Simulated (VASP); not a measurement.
# CsGe3 (Pm-3m) in VASP: notebook, part 3 of 3

VASP 6.6.1. The steps go on from the part before.

## 4. Single point, PBE

This run uses another cell than the first one, of 27.44 Å³/atom.

File INCAR:

```
PREC = Accurate ; ENCUT = 520
EDIFF = 1E-7 ; ISMEAR = 0
SIGMA = 0.1 ; LREAL = False
LASPH = True ; NELM = 100
ALGO = Normal ; ISIF = 2
LWAVE = False ; LCHARG = False
GGA = PE ; NBANDS = 34
```

File KPOINTS:

```
regular mesh
0
Gamma
  10 10 10
```

File POSCAR:

```
CsGe3
1.0
    4.7877420770      0.0000000000      0.0000000000
    0.0000000000      4.7877420770      0.0000000000
    0.0000000000      0.0000000000      4.7877420770
Cs Ge
1 3
Direct
    0.0000000000      0.0000000000      0.0000000000
    0.0000000000      0.5000000000      0.5000000000
    0.5000000000      0.5000000000      0.0000000000
    0.5000000000      0.0000000000      0.5000000000
```

Potentials or basis: VASP PAW PBE potentials, release 64 (Cs_sv, Ge_d).

On the command line:

```
> cat potpaw_PBE.64/Cs_sv/POTCAR potpaw_PBE.64/Ge_d/POTCAR > POTCAR
> mpirun -np 1 vasp_std > vasp.out
```

OUTCAR:

```text
PREC = Accurate
   ENCUT = 520
   EDIFF = 1E-7
   ISMEAR = 0
   LREAL = False
   LASPH = True
   NELM = 100
   ISIF = 2
   GGA = PE

 ion  position               nearest neighbor table
   1  0.000  0.000  0.000-
   2  0.000  0.500  0.500-
   3  0.500  0.500  0.000-
   4  0.500  0.000  0.500-

  LATTYP: Found a simple cubic cell.
 ALAT       =     4.7877420770

  Lattice vectors:

 A1 = (   4.7877420770,   0.0000000000,   0.0000000000)
 A2 = (   0.0000000000,   4.7877420770,   0.0000000000)
 A3 = (   0.0000000000,   0.0000000000,   4.7877420770)

Analysis of symmetry for initial positions (statically):
=====================================================================
 Subroutine PRICEL returns:
 Original cell was already a primitive cell.

 Routine SETGRP: Setting up the symmetry group for a
 simple cubic supercell.

 Subroutine GETGRP returns: Found 48 space group operations
 (whereof 48 operations were pure point group operations)
 out of a pool of 48 trial point group operations.

The static configuration has the point symmetry O_h .

Analysis of symmetry for dynamics (positions and initial velocities):
=====================================================================
 Subroutine PRICEL returns:
 Original cell was already a primitive cell.

 Routine SETGRP: Setting up the symmetry group for a
 simple cubic supercell.

 Subroutine GETGRP returns: Found 48 space group operations
 (whereof 48 operations were pure point group operations)
 out of a pool of 48 trial point group operations.

The dynamic configuration has the point symmetry O_h .

 Subroutine INISYM returns: Found 48 space group operations
 (whereof 48 operations are pure point group operations),
 and found     1 'primitive' translations

----------------------------------------------------------------------------------------

                                     Primitive cell

  volume of cell :     109.7469

  direct lattice vectors                    reciprocal lattice vectors
     4.787742077  0.000000000  0.000000000     0.208866723  0.000000000  0.000000000
     0.000000000  4.787742077  0.000000000     0.000000000  0.208866723  0.000000000
     0.000000000  0.000000000  4.787742077     0.000000000  0.000000000  0.208866723

  length of vectors
     4.787742077  4.787742077  4.787742077     0.208866723  0.208866723  0.208866723

  position of ions in fractional coordinates (direct lattice)
     0.000000000  0.000000000  0.000000000
     0.000000000  0.500000000  0.500000000
     0.500000000  0.500000000  0.000000000
     0.500000000  0.000000000  0.500000000

  ion indices of the primitive-cell ions
   primitive index   ion index
                 1           1
                 2           2
                 3           3
                 4           4

----------------------------------------------------------------------------------------

 KPOINTS: regular mesh

Automatic generation of k-mesh.
 Grid dimensions read from file:
 generate k-points for:   10   10   10

 Generating k-lattice:

  Cartesian coordinates                     Fractional coordinates (reciprocal lattice)
     0.020886672  0.000000000  0.000000000     0.100000000  0.000000000  0.000000000
     0.000000000  0.020886672  0.000000000     0.000000000  0.100000000  0.000000000
     0.000000000  0.000000000  0.020886672     0.000000000  0.000000000  0.100000000

  Length of vectors
     0.020886672  0.020886672  0.020886672

  Shift w.r.t. Gamma in fractional coordinates (k-lattice)
     0.000000000  0.000000000  0.000000000

 Subroutine IBZKPT returns following result:
 ===========================================

 Found     56 irreducible k-points:

 Following reciprocal coordinates:
            Coordinates               Weight
  0.000000  0.000000  0.000000      1.000000
  0.100000  0.000000  0.000000      6.000000
  0.200000  0.000000  0.000000      6.000000
  0.300000  0.000000  0.000000      6.000000
  0.400000  0.000000  0.000000      6.000000
  0.500000  0.000000  0.000000      3.000000
[... 16 lines left out ...]
  0.200000  0.100000  0.100000     24.000000
  0.300000  0.100000  0.100000     24.000000
 [... further k-points ...]
   k-points           NKPTS =     56   k-points in BZ     NKDIM =     56   number of bands    NBANDS=     34
   number of dos      NEDOS =    301   number of ions     NIONS =      4
   total plane-waves  NPLWV =  46656
   dimension x,y,z NGX =    36 NGY =   36 NGZ =   36
   dimension x,y,z NGXF=    72 NGYF=   72 NGZF=   72
   ions per type =               1   3
   NGX,Y,Z   is equivalent  to a cutoff of  12.50, 12.50, 12.50 a.u.
   NGXF,Y,Z  is equivalent  to a cutoff of  25.00, 25.00, 25.00 a.u.
 SYSTEM =  unknown system
   PREC   = accura    normal or accurate (medium, high low for compatibility)
   ISTART =      0    job   : 0-new  1-cont  2-samecut
   ICHARG =      2    charge: 1-file 2-atom 10-const
   ISPIN  =      1    spin polarized calculation?
   LNONCOLLINEAR =      F non collinear calculations
   LSORBIT =      F    spin-orbit coupling
   LASPH  =      T    aspherical Exc in radial PAW
   ENCUT  =  520.0 eV  38.22 Ry    6.18 a.u.   8.90  8.90  8.90*2*pi/ulx,y,z
   NELM   =    100;   NELMIN=  2; NELMDL= -5     # of ELM steps
   EDIFF  = 0.1E-06   stopping-criterion for ELM
   LREAL  =      F    real-space projection
   EDIFFG = 0.1E-05   stopping-criterion for IOM
   NSW    =      0    number of steps for IOM
   IBRION =     -1    ionic relax: 0-MD 1-quasi-New 2-CG
   NFREE  =      0    steps in history (QN), initial steepest desc. (CG)
   ISIF   =      2    stress and relaxation
   ISYM   =      2    0-nonsym 1-usesym 2-fastsym
   POTIM  = 0.5000    time-step for ionic-motion
   TEBEG  =    0.0;   TEEND  =   0.0 temperature during run
   PSTRESS=    0.0 pullay stress
   NELECT =      51.0000    total number of electrons
   NUPDOWN=      -1.0000    fix difference up-down
   EMIN   =  10.00;   EMAX   =-10.00  energy-range for DOS
   EFERMI =   0.00;   METHOD = LEGACY
   ISMEAR =     0;   SIGMA  =   0.10  broadening in eV -4-tet -1-fermi 0-gaus
   EFERMI_NEDOS =   21; number of points for ismear=-14 and -15
   IALGO  =     38    algorithm
   IMIX   =      4    mixing-type and parameters
     AMIX     =   0.40;   BMIX     =  1.00
     AMIX_MAG =   1.60;   BMIX_MAG =  1.00
  volume/ion in A,a.u.               =      27.44       185.15
  Fermi-wavevector in a.u.,A,eV,Ry     =   1.268043  2.396255 21.877274  1.607934
  Thomas-Fermi vector in A             =   2.401159
   LORBIT       =      0    0 simple, 1 ext, 2 COOP (PROOUT), +10 PAW based schemes
   GGA     = PE    functional components
   LHFCALC =     F    Hartree Fock is set to
   AEXX    =    0.0000 exact exchange contribution
   IVDW    =     0    specifies the selected vdW correction
   LEPSILON=     F    determine dielectric tensor
   LRPA    =     F    only Hartree local field effects (RPA)
 non-spin polarized calculation
 Gauss-broadening in eV      SIGMA  =   0.10
  energy-cutoff  :      520.00
  volume of cell :      109.75
 maximum number of plane-waves:      3016
 NGX is ok and might be reduce to    36
   NGX = 17   NGY = 17   NGZ = 17

 number of electron      50.9999964 magnetization

 Free energy of the ion-electron system (eV)
  ---------------------------------------------------
  ext. energy  EPLUGINS =         0.00000000
  ---------------------------------------------------
  free energy    TOTEN  =       -11.61910805 eV

  energy without entropy =      -11.60413630  energy(sigma->0) =      -11.61162218

 E-fermi :   3.6039     XC(G=0):  -9.8275

 val. band max:        3.5663022583   @ k =   0.4000   0.3000   0.2000
 cond. band min:       3.6442853020   @ k =   0.3000   0.1000   0.0000
 fundamental gap:      0.0779830437
 Fermi energy:         3.6039252800

 k-point     1 :       0.0000    0.0000    0.0000
  band No.  band energies     occupation
      1     -20.8899      2.00000
      2     -20.8891      2.00000
      3     -20.8891      2.00000
      4     -20.8891      2.00000
      5     -20.8692      2.00000
      6     -20.8692      2.00000
[... 26 lines left out ...]
     33       8.3237      0.00000
     34       8.3278      0.00000
[... 820 lines left out ...]
      4     -20.8801      2.00000
      5     -20.8697      2.00000
      6     -20.8690      2.00000
[... 26 lines left out ...]
     33       9.3708      0.00000
     34       9.8164      0.00000

 [... further k-points ...]

------------------------ aborting loop because EDIFF is reached ----------------------------------------

  FORCE on cell =-STRESS in cart. coord.  units (eV):
  Direction    XX          YY          ZZ          XY          YZ          ZX
  --------------------------------------------------------------------------------------
  -------------------------------------------------------------------------------------
  Total        0.0550857      0.0550857      0.0550857     -0.0000000     -0.0000000      0.0000000
  in kB        0.8041872      0.8041872      0.8041872     -0.0000000     -0.0000000      0.0000000
  external PRESSURE =       0.8041872 kB  Pullay stress =       0.0000000 kB

 VOLUME and BASIS-vectors are now :
 -----------------------------------------------------------------------------
  energy-cutoff  :      520.00
  volume of cell :      109.75
      direct lattice vectors                 reciprocal lattice vectors
     4.787742077  0.000000000  0.000000000     0.208866723  0.000000000  0.000000000
     0.000000000  4.787742077  0.000000000     0.000000000  0.208866723  0.000000000
     0.000000000  0.000000000  4.787742077     0.000000000  0.000000000  0.208866723

 POSITION                                       TOTAL-FORCE (eV/Angst)
 -----------------------------------------------------------------------------------
      0.00000      0.00000      0.00000         0.000000      0.000000      0.000000
      0.00000      2.39387      2.39387         0.000000      0.000000      0.000000
      2.39387      2.39387      0.00000         0.000000      0.000000      0.000000
      2.39387      0.00000      2.39387         0.000000      0.000000      0.000000
 -----------------------------------------------------------------------------------
    total drift:                                0.000000      0.000000      0.000000

  FREE ENERGIE OF THE ION-ELECTRON SYSTEM (eV)
  ---------------------------------------------------
  free  energy   TOTEN  =       -11.6191080525 eV

  energy  without entropy=      -11.6041362986  energy(sigma->0) =      -11.61162218
```

Wall time 3.8 min (1 thread of AMD EPYC 7R13, shared host); peak memory 0.29 GiB.

What came out:

```yaml
Free_energy: -11.6191 eV
Pressure: 0.1 GPa
Band_gap_on_the_k_mesh: zero (an odd number of electrons rules out a gap without spin polarisation)
```

Levels at points of the mesh, in eV from the Fermi level:
```csv
k point,band 21,band 22,band 23,band 24,band 25,band 26,band 27,band 28,band 29,band 30
"(0.00, 0.00, 0.00)",-6.11,-6.11,-1.10,-1.10,-1.10,1.80,1.80,1.80,3.95,3.95
"(0.50, 0.00, 0.00)",-6.35,-5.86,-1.44,-1.44,-0.42,0.73,1.07,1.07,1.14,3.26
"(0.50, 0.50, 0.00)",-6.04,-6.04,-2.42,-0.76,-0.17,-0.17,0.45,1.49,1.49,3.92
"(0.50, 0.50, 0.50)",-7.41,-7.41,-3.48,-0.45,-0.45,-0.45,4.48,4.48,4.48,4.79
```

Caveat: spin-orbit coupling is left out, which moves the levels of the heavy elements.

## 5. Relaxation of cell and atoms, PBE

File INCAR:

```
SYSTEM = CsGe3
PREC = Accurate
ENCUT = 600
EDIFF = 1E-7
ISMEAR = 0
SIGMA = 0.1
LREAL = .False.
LASPH = .True.
NELM = 60
ALGO = Normal
ISIF = 3
LWAVE = .False.
LCHARG = .False.
GGA = PE
IBRION = 2
NSW = 100
EDIFFG = -0.01
```

File KPOINTS:

```
Automatic mesh
0
Gamma
  10 10 10
  0 0 0
```

File POSCAR:

```
CsGe3
1.0
    4.6648374900      0.0000000000      0.0000000000
    0.0000000000      4.6648374900      0.0000000000
    0.0000000000      0.0000000000      4.6648374900
Cs Ge
1 3
Direct
    0.0000000000      0.0000000000      0.0000000000
    0.0000000000      0.5000000000      0.5000000000
    0.5000000000      0.5000000000      0.0000000000
    0.5000000000      0.0000000000      0.5000000000
```

On the command line:

```
> cat potpaw_PBE.64/Cs_sv/POTCAR potpaw_PBE.64/Ge_d/POTCAR > POTCAR
> mpirun -np 1 vasp_std > vasp.out
```

Run time: 13 min. Hardware: 1 thread of AMD EPYC 7R13, shared host; peak memory 0.34 GiB.

The run converged. Its results:

| Quantity | Value |
| --- | --- |
| Free energy | -11.6190 eV |
| Relaxed volume | 27.56 Å³/atom |
| Relaxed cell | a = 4.795 Å, b = 4.795 Å, c = 4.795 Å, α = 90.00°, β = 90.00°, γ = 90.00° |
| Space group after relaxing (to 0.1 Å) | Pm-3m (No. 221) |
| Energy gained by relaxing | 19.0 meV/atom |
| Ionic steps | 3 |
| Pressure after relaxing | 0.0 GPa |
| Band gap on the k mesh | zero (an odd number of electrons rules out a gap without spin polarisation) |

Step by step:
| step | energy change (eV) | largest force (eV/Å) | pressure (GPa) | volume (Å³) |
| --- | --- | --- | --- | --- |
| 1 | 0.0000 | 0.0000 | 3.04 | 101.51 |
| 2 | -0.0743 | 0.0000 | 0.41 | 108.76 |
| 3 | -0.0761 | 0.0000 | -0.01 | 110.25 |

Final structure:
```
CELL_PARAMETERS angstrom
4.79503 0.00000 0.00000
0.00000 4.79503 0.00000
0.00000 0.00000 4.79503
ATOMIC_POSITIONS crystal
Cs 0.00000 0.00000 0.00000
Ge 0.00000 0.50000 0.50000
Ge 0.50000 0.50000 0.00000
Ge 0.50000 0.00000 0.50000
```

Levels at points of the mesh, in eV from the Fermi level:
```tsv
k point	band 21	band 22	band 23	band 24	band 25	band 26	band 27	band 28	band 29	band 30
(0.00, 0.00, 0.00)	-6.11	-6.11	-1.09	-1.09	-1.09	1.80	1.80	1.80	3.94	3.94
(0.50, 0.00, 0.00)	-6.36	-5.87	-1.43	-1.43	-0.41	0.72	1.06	1.06	1.14	3.25
(0.50, 0.50, 0.00)	-6.05	-6.05	-2.41	-0.76	-0.16	-0.16	0.45	1.48	1.48	3.90
(0.50, 0.50, 0.50)	-7.41	-7.41	-3.46	-0.46	-0.46	-0.46	4.46	4.46	4.46	4.76
```

Caveat: spin-orbit coupling is left out, which moves the levels of the heavy elements.

## 6. Relaxation of cell and atoms, PBE

This run uses another cell than the first one, of 27.44 Å³/atom.

File INCAR:

```
ALGO = Normal
EDIFF = 1E-7
EDIFFG = -0.01
ENCUT = 600
GGA = PE
IBRION = 2
ISIF = 3
ISMEAR = 0
LASPH = T
LCHARG = F
LREAL = F
LWAVE = F
NELM = 60
NSW = 100
PREC = Accurate
SIGMA = 0.1
```

File KPOINTS:

```
k-points
0
Gamma
  10 10 10
```

File POSCAR:

```
CsGe3
1.0
    4.7877420770      0.0000000000      0.0000000000
    0.0000000000      4.7877420770      0.0000000000
    0.0000000000      0.0000000000      4.7877420770
Cs Ge
1 3
Direct
    0.0000000000      0.0000000000      0.0000000000
    0.0000000000      0.5000000000      0.5000000000
    0.5000000000      0.5000000000      0.0000000000
    0.5000000000      0.0000000000      0.5000000000
```

Potentials or basis: VASP PAW PBE potentials, release 64 (Cs_sv, Ge_d).

On the command line:

```
> cat potpaw_PBE.64/Cs_sv/POTCAR potpaw_PBE.64/Ge_d/POTCAR > POTCAR
> mpirun -np 1 vasp_std > vasp.out
```

Run time: 9 min. Hardware: 1 thread of AMD EPYC 7R13, shared host; peak memory 0.34 GiB.

It converged, with:

```yaml
Free_energy: -11.6196 eV
Relaxed_volume: 27.51 Å³/atom
Relaxed_cell: a = 4.792 Å, b = 4.792 Å, c = 4.792 Å, α = 90.00°, β = 90.00°, γ = 90.00°
Space_group_after_relaxing_to_0.1_Å: Pm-3m (No. 221)
Energy_gained_by_relaxing: 0.0 meV/atom
Ionic_steps: 2
Pressure_after_relaxing: 0.0 GPa
Band_gap_on_the_k_mesh: zero (an odd number of electrons rules out a gap without spin polarisation)
```

The path:
```
step  energy change (eV)  largest force (eV/Å)  pressure (GPa)  volume (Å³)
   1              0.0000                0.0000            0.11       109.75
   2             -0.0001                0.0000            0.04       110.05
```

Final structure:
```
Cs Ge
1.0
     4.79215    0.00000    0.00000
     0.00000    4.79215    0.00000
     0.00000    0.00000    4.79215
Cs Ge
1 3
Direct
  0.00000 0.00000 0.00000
  0.00000 0.50000 0.50000
  0.50000 0.50000 0.00000
  0.50000 0.00000 0.50000
```

Levels at points of the mesh, in eV from the Fermi level:
```csv
k point,band 23,band 24,band 25,band 26,band 27,band 28
"(0.00, 0.00, 0.00)",-1.09,-1.09,-1.09,1.80,1.80,1.80
"(0.50, 0.00, 0.00)",-1.43,-1.43,-0.42,0.72,1.06,1.06
"(0.50, 0.50, 0.00)",-2.41,-0.76,-0.16,-0.16,0.45,1.49
"(0.50, 0.50, 0.50)",-3.47,-0.46,-0.46,-0.46,4.47,4.47
```

Caveat: spin-orbit coupling is left out, which moves the levels of the heavy elements.

## 7. The runs side by side

```tsv
task	cell	k mesh	cutoff (eV)	gap on the mesh (eV)	pressure (GPa)	relaxed volume (Å³/atom)
single point	a = 4.665 Å, 4 atoms	4 × 4 × 4	520	none	3.1	-
single point	a = 4.788 Å, 4 atoms	10 × 10 × 10	520	none	0.1	-
relaxation of cell and atoms	relaxed from a = 4.665 Å, 4 atoms	10 × 10 × 10	600	none	0.0	27.56
relaxation of cell and atoms	relaxed from a = 4.788 Å, 4 atoms	10 × 10 × 10	600	none	0.0	27.51
```

Alike in all rows: level PBE; potentials or basis VASP PAW PBE potentials, release 64 (Cs_sv, Ge_d); no spin polarisation; smearing gaussian 0.1 eV.

Caveats: spin-orbit coupling is left out, which moves the levels of the heavy elements; the cell stands under pressure (at least some runs).

Total energies depend on the potentials used, so only differences within one code and one set of settings carry meaning.

The gap in the log of VASP goes by the Fermi energy; the results here count the filled bands.